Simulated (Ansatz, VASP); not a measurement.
# Ir in VASP and in Ansatz

INCAR

```
SYSTEM = Ir
ALGO     = Normal         ! electronic algorithm
EDIFF    = 1E-6           ! SCF threshold, eV
ENCUT    = 520            ! plane-wave cutoff, eV
GGA      = PE             ! functional
ISIF     = 2              ! what is computed and relaxed
ISMEAR   = -1             ! smearing method
LASPH    = .TRUE.         ! aspherical terms in the spheres
LCHARG   = .FALSE.        ! write CHGCAR
LREAL    = .FALSE.        ! projectors in reciprocal space
LWAVE    = .FALSE.        ! write WAVECAR
NBANDS   = 16             ! bands
NELM     = 100            ! most SCF steps
PREC     = Accurate       ! precision mode
SIGMA    = 0.05           ! smearing width, eV
```

The input KPOINTS:

```
k-points
0
G
  18 18 10
  0 0 0
```

Contents of POSCAR:

```
Ir
1.0
    2.6314764190      0.0000000000      0.0000000000
   -1.3157382095      2.2789254283      0.0000000000
    0.0000000000      0.0000000000      4.2745778008
Ir
2
Direct
    0.3333333333      0.6666666667      0.2500000000
    0.6666666667      0.3333333333      0.7500000000
```

Input for Ansatz:

```yaml
crystal:
  lattice:
    - [2.631476419, 0.0, 0.0]
    - [-1.3157382095, 2.2789254283, 0.0]
    - [0.0, 0.0, 4.2745778008]
  atoms:
    - { symbol: Ir, position: [0.3333333333, 0.6666666667, 0.25] }
    - { symbol: Ir, position: [0.6666666667, 0.3333333333, 0.75] }
kpoints:
  mp_grid: { grid: [18, 18, 10] }
  band_path:
    path:
      - [0.0, 0.0, 0.0]
      - [0.5, 0.0, 0.0]
      - [0.3333333333, 0.3333333333, 0.0]
      - [0.0, 0.0, 0.0]
      - [0.0, 0.0, 0.5]
      - [0.5, 0.0, 0.5]
      - [0.3333333333, 0.3333333333, 0.5]
      - [0.0, 0.0, 0.5]
      - [0.5, 0.0, 0.5]
    npoints: 8
scf:
  occupations: { method: fermi_dirac, width: 0.05 }
hamiltonian:
  xc: pbe
  pseudopotentials: { kind: paw }
output:
  forces: true
  stress: true
  eigenvalues: true
  populations: true
  dos: { projected: true, de: 0.2, e_range: [-14, 8] }
```

Change from the starting cell: volume scaled by 0.88, PAW files.

Alike in both runs: task single point; functional PBE; k mesh 18 × 18 × 10; occupations fermi-dirac, width 0.05 eV; no spin polarisation.

```csv
,VASP,Ansatz
version,VASP 6.6.1,Ansatz 0.2.0
potentials or method,"VASP PAW PBE potentials, release 64 (Ir)","PAW with Ansatz's default frozen-core files, scalar-relativistic"
plane-wave cutoff (eV),520,420
valence electrons in the cell,18,34
```

```csv
,VASP,Ansatz,Ansatz less VASP
pressure (GPa),62.1,60.7,-1.43
```

Both programs put the cell under a high pressure, so it lies far from rest at this level. VASP's potentials hold 18 valence electrons a cell and Ansatz's 34, so a difference there can come from the potentials and not from the codes.

Spin-orbit coupling is off throughout. Noted on VASP's run: the cell as given lies far from equilibrium.
